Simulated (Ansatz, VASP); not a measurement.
**One calculation of Hf, two programs**

The input INCAR:

```
SYSTEM = Hf
PREC = Accurate
ENCUT = 520
EDIFF = 1E-7
ISMEAR = -1
SIGMA = 0.1
LREAL = .FALSE.
LASPH = .TRUE.
NELM = 100
ALGO = Normal
ISIF = 2
LWAVE = .FALSE.
LCHARG = .TRUE.
GGA = RP
LELF = .TRUE.
LVHAR = .TRUE.
NBANDS = 17
```

The input KPOINTS:

```
regular mesh
0
G
  18 18 10
  0 0 0
```

The input POSCAR:

```
Hf
1.0
    3.1895566845      0.0000000000      0.0000000000
   -1.5947783423      2.7622371156      0.0000000000
    0.0000000000      0.0000000000      5.0486443578
Hf
2
Direct
    0.3333333333      0.6666666667      0.2500000000
    0.6666666667      0.3333333333      0.7500000000
```

Input for Ansatz:

```yaml
crystal:
  lattice:
    - [3.1895566834, 0.0, 0.0]
    - [-1.5947783417, 2.7622371146, 0.0]
    - [0.0, 0.0, 5.0486443562]
  atoms:
    - { symbol: Hf, position: [0.3333333333, 0.6666666667, 0.25] }
    - { symbol: Hf, position: [0.6666666667, 0.3333333333, 0.75] }
hamiltonian:
  xc: rpbe
  pseudopotentials:
    kind: paw
    azcp:
      Hf: "pseudopotentials/Hf.paw.azcp"
basis:
  ecutwfc: 420
  fft_grid_basis: typed
kpoints:
  mp_grid: { grid: [18, 18, 10], shift: [0, 0, 0] }
magnetization:
  spin_polarized: false
scf:
  occupations: { method: fermi_dirac, width: 0.1 }
output:
  stress: true
```

Alike in both runs: task single point; functional RPBE; k mesh 18 × 18 × 10; occupations fermi-dirac, width 0.1 eV; no spin polarisation.

```csv
,VASP,Ansatz
version,VASP 6.6.1,Ansatz 0.2.0
potentials or method,"VASP PAW PBE potentials, release 64 (Hf_pv), cutoff 520 eV","plane waves (420 eV) with PAW, scalar-relativistic"
valence electrons in the cell,20,52
```

|  | VASP | Ansatz | Ansatz less VASP |
| --- | --- | --- | --- |
| pressure (GPa) | 3.9 | 4.4 | +0.49 |
| traceless stress, the component that is largest in VASP (GPa) | 0.01 | 0.08 | +0.072 |

VASP's potentials were made for PBE, not for RPBE. VASP's potentials hold 20 valence electrons a cell and Ansatz's 52, so a difference there can come from the potentials and not from the codes.

Spin-orbit coupling is off throughout.
